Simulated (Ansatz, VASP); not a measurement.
Two plane-wave programs on Os3C2

```xyz
5
Lattice="4.0033 0.0000 0.0000 0.0000 4.0033 0.0000 0.0000 0.0000 4.0033" Properties=species:S:1:pos:R:3 pbc="T T T"
Os    2.0016    0.0000    0.0000
Os    0.0000    2.0016    0.0000
Os    0.0000    0.0000    2.0016
C     2.0016    2.0016    2.0016
C     0.0000    0.0000    0.0000
```

Change from the starting cell: species swapped into the Tl2F3 type (Pm-3m, No. 221).

Alike in both runs: functional PBE; k mesh 10 × 10 × 10; occupations gaussian, width 0.1 eV; no spin polarisation.

Ansatz relaxed the structure, and its values are those at the end. VASP's run is a single point on that final structure, the one shown.

```csv
,VASP,Ansatz
version,VASP 6.6.1,Ansatz 0.2.0
potentials or method,"VASP PAW PBE potentials, release 64 (Os, C), cutoff 520 eV","scalar-relativistic, plane waves, PAW"
valence electrons in the cell,32,56
```

```csv
,VASP,Ansatz,Ansatz less VASP
gap on the k mesh at the Fermi level (eV),none,none,-
pressure (GPa),1.6,0.0,-1.65
```

A gap of «none» marks a metal or a gap that the smearing closes. VASP's potentials hold 32 valence electrons a cell and Ansatz's 56, so a difference there can come from the potentials and not from the codes.

Spin-orbit coupling is off throughout.
